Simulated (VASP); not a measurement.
## Pt: single point with PBEsol

Crystal: Pt.

```xyz
1
Lattice="0.0000 1.9591 1.9591 1.9591 0.0000 1.9591 1.9591 1.9591 0.0000" Properties=species:S:1:pos:R:3 pbc="T T T"
Pt    0.0000    0.0000    0.0000
```

* Program: VASP 6.6.1
* Task: single point
* Functional: PBEsol
* Potentials or basis: VASP PAW PBE potentials, release 64 (Pt)
* Cutoff: 520 eV
* k mesh: 18 × 18 × 18
* Occupations: gaussian, width 0.1 eV
* Spin: no spin polarisation
* Dipole correction: no
* Further INCAR settings: ALGO = Normal; EDIFF = 1e-06; NBANDS = 11

```yaml
Pressure: -0.4 GPa
Band_gap_on_the_k_mesh: zero (band 5 reaches 11.65 eV, above the bottom of band 6 at 9.41 eV)
```

Levels at points of the mesh, in eV from the Fermi level:
| k point | band 2 | band 3 | band 4 | band 5 | band 6 | band 7 | band 8 | band 9 |
| --- | --- | --- | --- | --- | --- | --- | --- | --- |
| (0.00, 0.00, 0.00) | -3.83 | -3.83 | -3.83 | -1.64 | -1.64 | 14.62 | 19.59 | 19.59 |
| (0.50, 0.00, 0.00) | -3.89 | -3.89 | -0.56 | 0.04 | 0.04 | 5.82 | 14.17 | 18.96 |
| (0.50, 0.50, 0.00) | -6.68 | 0.02 | 0.49 | 0.49 | 1.70 | 8.86 | 11.34 | 11.34 |

It took 10 s on 1 thread of Intel(R) Xeon(R) 6975P-C (Granite Rapids), with other jobs on the host, peak memory 0.16 GiB.

Caveat: the PAW data sets were made with another functional, which shifts forces and pressure a little; spin-orbit coupling is left out, which moves the levels of the heavy elements.
